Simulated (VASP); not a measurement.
# SiC (P6_3mc) in VASP: a series of runs

The runs below take SiC through single point, relaxation of cell and atoms, with PBE.

All numbers are computed with VASP 6.6.1; they aren't measurements. Logs are shortened: lines on timing, memory, paths and dates and some standing lists are left out, and cuts for length are marked.

### Step 1. The cell of the first run

Symmetry: P6_3mc, No. 186, hexagonal system. The conventional cell has a = 3.095 Å, b = 3.095 Å, c = 15.186 Å, α = 90.00°, β = 90.00°, γ = 120.00°. Within 2.5 Å of Si (site symmetry 3m) lie 4 C at 1.89 to 1.90 Å. Within 2.5 Å of Si (site symmetry 3m) lie 4 C at 1.89 to 1.90 Å. Si (site symmetry 3m) has 4 C at 1.90 Å within 2.5 Å. C (site symmetry 3m) has 4 Si at 1.89 to 1.90 Å within 2.5 Å. Within 2.5 Å of C (site symmetry 3m) lie 4 Si at 1.89 to 1.90 Å. C (site symmetry 3m) has 4 Si at 1.90 Å within 2.5 Å.

### Step 2. Single point, PBE

INCAR

```
SYSTEM = SiC
  PREC = Accurate
  ENCUT = 520
  EDIFF = 1E-6
  ISMEAR = 0
  SIGMA = 0.02
  LREAL = .False.
  LASPH = .True.
  NELM = 80
  ALGO = Normal
  ISIF = 2
  LWAVE = .False.
  LCHARG = .True.
  GGA = PE
  LELF = .True.
  LVHAR = .True.
  NBANDS = 36
```

KPOINTS

```
Automatic mesh
0
Gamma
  12 12 2
  0 0 0
```

POSCAR

```
SiC
1.0
    3.0948930239      0.0000000029      0.0000000000
   -1.5474465145      2.6802559793      0.0000000000
    0.0000000000      0.0000000000     15.1860740945
Si C
6 6
Direct
    0.3333333333      0.6666666667      0.8329931010
    0.6666666667      0.3333333333      0.3329931010
    0.6666666667      0.3333333333      0.6665012661
    0.3333333333      0.6666666667      0.1665012661
    0.0000000000      0.0000000000      0.4997232164
    0.0000000000      0.0000000000      0.9997232164
    0.0000000000      0.0000000000      0.8743715261
    0.0000000000      0.0000000000      0.3743715261
    0.3333333333      0.6666666667      0.7079986257
    0.6666666667      0.3333333333      0.2079986257
    0.6666666667      0.3333333333      0.5415132647
    0.3333333333      0.6666666667      0.0415132647
```

Potentials or basis: VASP PAW PBE potentials, release 64 (Si, C).

Started as:

```bash
> cat potpaw_PBE.64/Si/POTCAR potpaw_PBE.64/C/POTCAR > POTCAR
> mpirun -np 1 vasp_std > vasp.out
```

OUTCAR:

```text
SYSTEM = SiC
   PREC = Accurate
   ENCUT = 520
   EDIFF = 1E-6
   ISMEAR = 0
   LREAL = .False.
   LASPH = .True.
   NELM = 80
   ISIF = 2
   GGA = PE

 ion  position               nearest neighbor table
   1  0.333  0.667  0.833-   7 1.89   7 1.89   7 1.89   9 1.90   3 3.10   3 3.10   3 3.10   6 3.10
                             6 3.10   6 3.10
   2  0.667  0.333  0.333-   8 1.89   8 1.89   8 1.89  10 1.90   4 3.10   4 3.10   4 3.10   5 3.10
                             5 3.10   5 3.10
   3  0.667  0.333  0.667-   9 1.89   9 1.89   9 1.89  11 1.90   1 3.10   1 3.10   1 3.10   5 3.10
                             5 3.10   5 3.10
   4  0.333  0.667  0.167-  10 1.89  10 1.89  10 1.89  12 1.90   2 3.10   2 3.10   2 3.10   6 3.10
                             6 3.10   6 3.10
   5  0.000  0.000  0.500-  11 1.90  11 1.90  11 1.90   8 1.90   2 3.10   2 3.10   2 3.10   3 3.10
                             3 3.10   3 3.10
   6  0.000  0.000  1.000-  12 1.90  12 1.90  12 1.90   7 1.90   1 3.10   1 3.10   1 3.10   4 3.10
                             4 3.10   4 3.10
   7  0.000  0.000  0.874-   1 1.89   1 1.89   1 1.89   6 1.90
   8  0.000  0.000  0.374-   2 1.89   2 1.89   2 1.89   5 1.90
   9  0.333  0.667  0.708-   3 1.89   3 1.89   3 1.89   1 1.90
  10  0.667  0.333  0.208-   4 1.89   4 1.89   4 1.89   2 1.90
  11  0.667  0.333  0.542-   5 1.90   5 1.90   5 1.90   3 1.90
  12  0.333  0.667  0.042-   6 1.90   6 1.90   6 1.90   4 1.90

  LATTYP: Found a hexagonal cell.
 ALAT       =     3.0948930239
 C/A-ratio  =     4.9068171265

  Lattice vectors:

 A1 = (   3.0948930239,   0.0000000029,   0.0000000000)
 A2 = (  -1.5474465145,   2.6802559793,   0.0000000000)
 A3 = (   0.0000000000,   0.0000000000,  15.1860740945)

Analysis of symmetry for initial positions (statically):
=====================================================================
 Subroutine PRICEL returns:
 Original cell was already a primitive cell.

 Routine SETGRP: Setting up the symmetry group for a
 hexagonal supercell.

 Subroutine GETGRP returns: Found 12 space group operations
 (whereof  6 operations were pure point group operations)
 out of a pool of 24 trial point group operations.

The static configuration has the point symmetry C_3v.
 The point group associated with its full space group is C_6v.

Analysis of symmetry for dynamics (positions and initial velocities):
=====================================================================
 Subroutine PRICEL returns:
 Original cell was already a primitive cell.

 Routine SETGRP: Setting up the symmetry group for a
 hexagonal supercell.

 Subroutine GETGRP returns: Found 12 space group operations
 (whereof  6 operations were pure point group operations)
 out of a pool of 24 trial point group operations.

The dynamic configuration has the point symmetry C_3v.
 The point group associated with its full space group is C_6v.

 Subroutine INISYM returns: Found 12 space group operations
 (whereof  6 operations are pure point group operations),
 and found     1 'primitive' translations

----------------------------------------------------------------------------------------

                                     Primitive cell

  volume of cell :     125.9701

  direct lattice vectors                    reciprocal lattice vectors
     3.094893024  0.000000003  0.000000000     0.323112945  0.186549346  0.000000000
    -1.547446515  2.680255979  0.000000000    -0.000000000  0.373098692  0.000000000
     0.000000000  0.000000000 15.186074095     0.000000000  0.000000000  0.065849804

  length of vectors
     3.094893024  3.094893024 15.186074095     0.373098692  0.373098692  0.065849804

  position of ions in fractional coordinates (direct lattice)
     0.333333333  0.666666667  0.832993101
     0.666666667  0.333333333  0.332993101
     0.666666667  0.333333333  0.666501266
     0.333333333  0.666666667  0.166501266
     0.000000000  0.000000000  0.499723216
     0.000000000  0.000000000  0.999723216
     0.000000000  0.000000000  0.874371526
     0.000000000  0.000000000  0.374371526
     0.333333333  0.666666667  0.707998626
     0.666666667  0.333333333  0.207998626
     0.666666667  0.333333333  0.541513265
     0.333333333  0.666666667  0.041513265

  ion indices of the primitive-cell ions
   primitive index   ion index
                 1           1
                 2           2
                 3           3
                 4           4
                 5           5
                 6           6
                 7           7
                 8           8
                 9           9
                10          10
                11          11
                12          12

----------------------------------------------------------------------------------------

 KPOINTS: Automatic mesh

Automatic generation of k-mesh.
 Grid dimensions read from file:
 generate k-points for:   12   12    2

 Generating k-lattice:

  Cartesian coordinates                     Fractional coordinates (reciprocal lattice)
     0.026926079  0.015545779  0.000000000     0.083333333  0.000000000  0.000000000
    -0.000000000  0.031091558  0.000000000    -0.000000000  0.083333333  0.000000000
     0.000000000  0.000000000  0.032924902     0.000000000  0.000000000  0.500000000

  Length of vectors
     0.031091558  0.031091558  0.032924902

  Shift w.r.t. Gamma in fractional coordinates (k-lattice)
     0.000000000  0.000000000  0.000000000

 Subroutine IBZKPT returns following result:
 ===========================================

 Found     38 irreducible k-points:

 Following reciprocal coordinates:
            Coordinates               Weight
  0.000000  0.000000  0.000000      1.000000
  0.083333 -0.000000  0.000000      6.000000
  0.166667 -0.000000  0.000000      6.000000
  0.250000  0.000000  0.000000      6.000000
  0.333333  0.000000  0.000000      6.000000
  0.416667  0.000000  0.000000      6.000000
[... 16 lines left out ...]
  0.250000  0.000000  0.500000      6.000000
  0.333333  0.000000  0.500000      6.000000
 [... further k-points ...]
   k-points           NKPTS =     38   k-points in BZ     NKDIM =     38   number of bands    NBANDS=     36
   number of dos      NEDOS =    301   number of ions     NIONS =     12
   total plane-waves  NPLWV =  69120
   dimension x,y,z NGX =    24 NGY =   24 NGZ =  120
   dimension x,y,z NGXF=    48 NGYF=   48 NGZF=  240
   ions per type =               6   6
   NGX,Y,Z   is equivalent  to a cutoff of  12.89, 12.89, 13.14 a.u.
   NGXF,Y,Z  is equivalent  to a cutoff of  25.78, 25.78, 26.27 a.u.
 SYSTEM =  SiC
   PREC   = accura    normal or accurate (medium, high low for compatibility)
   ISTART =      0    job   : 0-new  1-cont  2-samecut
   ICHARG =      2    charge: 1-file 2-atom 10-const
   ISPIN  =      1    spin polarized calculation?
   LNONCOLLINEAR =      F non collinear calculations
   LSORBIT =      F    spin-orbit coupling
   LASPH  =      T    aspherical Exc in radial PAW
   ENCUT  =  520.0 eV  38.22 Ry    6.18 a.u.   5.75  5.75 28.24*2*pi/ulx,y,z
   NELM   =     80;   NELMIN=  2; NELMDL= -5     # of ELM steps
   EDIFF  = 0.1E-05   stopping-criterion for ELM
   LREAL  =      F    real-space projection
   EDIFFG = 0.1E-04   stopping-criterion for IOM
   NSW    =      0    number of steps for IOM
   IBRION =     -1    ionic relax: 0-MD 1-quasi-New 2-CG
   NFREE  =      0    steps in history (QN), initial steepest desc. (CG)
   ISIF   =      2    stress and relaxation
   ISYM   =      2    0-nonsym 1-usesym 2-fastsym
   POTIM  = 0.5000    time-step for ionic-motion
   TEBEG  =    0.0;   TEEND  =   0.0 temperature during run
   PSTRESS=    0.0 pullay stress
   NELECT =      48.0000    total number of electrons
   NUPDOWN=      -1.0000    fix difference up-down
   EMIN   =  10.00;   EMAX   =-10.00  energy-range for DOS
   EFERMI =   0.00;   METHOD = LEGACY
   ISMEAR =     0;   SIGMA  =   0.02  broadening in eV -4-tet -1-fermi 0-gaus
   EFERMI_NEDOS =   21; number of points for ismear=-14 and -15
   IALGO  =     38    algorithm
   IMIX   =      4    mixing-type and parameters
     AMIX     =   0.40;   BMIX     =  1.00
     AMIX_MAG =   1.60;   BMIX_MAG =  1.00
  volume/ion in A,a.u.               =      10.50        70.84
  Fermi-wavevector in a.u.,A,eV,Ry     =   1.186860  2.242840 19.165660  1.408636
  Thomas-Fermi vector in A             =   2.323024
   LORBIT       =      0    0 simple, 1 ext, 2 COOP (PROOUT), +10 PAW based schemes
   GGA     = PE    functional components
   LHFCALC =     F    Hartree Fock is set to
   AEXX    =    0.0000 exact exchange contribution
   IVDW    =     0    specifies the selected vdW correction
   LEPSILON=     F    determine dielectric tensor
   LRPA    =     F    only Hartree local field effects (RPA)
 non-spin polarized calculation
 Gauss-broadening in eV      SIGMA  =   0.02
  energy-cutoff  :      520.00
  volume of cell :      125.97
 maximum number of plane-waves:      3444
 NGX is ok and might be reduce to    24
   NGX = 11   NGY = 11   NGZ = 57

 number of electron      48.0000002 magnetization

 Free energy of the ion-electron system (eV)
  ---------------------------------------------------
  ext. energy  EPLUGINS =         0.00000000
  ---------------------------------------------------
  free energy    TOTEN  =       -90.37375984 eV

  energy without entropy =      -90.37375984  energy(sigma->0) =      -90.37375984

 E-fermi :   8.1459     XC(G=0): -11.2911

 val. band max:        7.9898176927   @ k =   0.0000   0.0000   0.0000
 cond. band min:      10.0190493707   @ k =   0.5000   0.0000   0.0000
 fundamental gap:      2.0292316780
 Fermi energy:         8.1459438713

 k-point     1 :       0.0000    0.0000    0.0000
  band No.  band energies     occupation
      1      -7.3520      2.00000
      2      -6.8365      2.00000
      3      -6.8015      2.00000
      4      -5.3264      2.00000
      5      -5.2980      2.00000
      6      -3.8397      2.00000
[... 28 lines left out ...]
     35      15.2518      0.00000
     36      15.3642      0.00000

 k-point     2 :       0.0833   -0.0000    0.0000
  band No.  band energies     occupation
      1      -7.2328      2.00000
      2      -6.7190      2.00000
      3      -6.6836      2.00000
      4      -5.2148      2.00000
      5      -5.1862      2.00000
      6      -3.7393      2.00000
[... 28 lines left out ...]
     35      15.2526      0.00000
     36      15.2764      0.00000

 k-point     3 :       0.1667   -0.0000    0.0000
  band No.  band energies     occupation
      1      -6.8780      2.00000
      2      -6.3701      2.00000
      3      -6.3334      2.00000
      4      -4.8853      2.00000
      5      -4.8561      2.00000
      6      -3.4475      2.00000
[... 28 lines left out ...]
     35      15.5201      0.00000
     36      15.8568      0.00000
[... 742 lines left out ...]
 k-point    23 :       0.2500    0.0000    0.5000
  band No.  band energies     occupation
      1      -6.1683      2.00000
      2      -6.1683      2.00000
      3      -5.1591      2.00000
      4      -5.1591      2.00000
      5      -3.4713      2.00000
      6      -3.4713      2.00000
[... 28 lines left out ...]
     35      15.9384      0.00000
     36      15.9385      0.00000

 k-point    24 :       0.3333    0.0000    0.5000
  band No.  band energies     occupation
      1      -5.3939      2.00000
      2      -5.3939      2.00000
      3      -4.4346      2.00000
      4      -4.4346      2.00000
      5      -2.9081      2.00000
      6      -2.9081      2.00000
[... 28 lines left out ...]
     35      15.8204      0.00000
     36      15.8204      0.00000

 [... further k-points ...]
[... 5 lines left out ...]
  --------------------------------------------------------------------------------------
  -------------------------------------------------------------------------------------
  Total       -0.0223270     -0.0223270     -0.0203092      0.0000000      0.0000000     -0.0000000
  in kB       -0.2839708     -0.2839708     -0.2583072      0.0000000      0.0000000     -0.0000000
  external PRESSURE =      -0.2754163 kB  Pullay stress =       0.0000000 kB

 VOLUME and BASIS-vectors are now :
 -----------------------------------------------------------------------------
  energy-cutoff  :      520.00
  volume of cell :      125.97
      direct lattice vectors                 reciprocal lattice vectors
     3.094893024  0.000000003  0.000000000     0.323112945  0.186549346  0.000000000
    -1.547446515  2.680255979  0.000000000    -0.000000000  0.373098692  0.000000000
     0.000000000  0.000000000 15.186074095     0.000000000  0.000000000  0.065849804

 POSITION                                       TOTAL-FORCE (eV/Angst)
 -----------------------------------------------------------------------------------
     -0.00000      1.78684     12.64989         0.000000     -0.000000     -0.001083
      1.54745      0.89342      5.05686         0.000000     -0.000000     -0.001083
      1.54745      0.89342     10.12154        -0.000000      0.000000     -0.000594
     -0.00000      1.78684      2.52850         0.000000     -0.000000     -0.000594
      0.00000      0.00000      7.58883         0.000000     -0.000000      0.001371
      0.00000      0.00000     15.18187        -0.000000      0.000000      0.001371
      0.00000      0.00000     13.27827         0.000000     -0.000000     -0.000220
      0.00000      0.00000      5.68523         0.000000      0.000000     -0.000220
     -0.00000      1.78684     10.75172        -0.000000      0.000000      0.000182
      1.54745      0.89342      3.15868        -0.000000     -0.000000      0.000182
      1.54745      0.89342      8.22346         0.000000     -0.000000      0.000345
     -0.00000      1.78684      0.63042        -0.000000      0.000000      0.000345
 -----------------------------------------------------------------------------------
    total drift:                                0.000000      0.000000     -0.000679

  FREE ENERGIE OF THE ION-ELECTRON SYSTEM (eV)
  ---------------------------------------------------
  free  energy   TOTEN  =       -90.3737598352 eV

  energy  without entropy=      -90.3737598352  energy(sigma->0) =      -90.37375984
```

Wall time 7.9 min (1 thread of AMD EPYC 7R13, shared host); peak memory 0.28 GiB.

Results:

| Property | Result |
| --- | --- |
| Free energy | -90.3738 eV |
| Pressure | 0.0 GPa |
| Band gap on the k mesh | 2.03 eV, indirect (least direct gap 3.12 eV) |

A k mesh can miss the band edges.

(Part 1 of 2 ends here.)
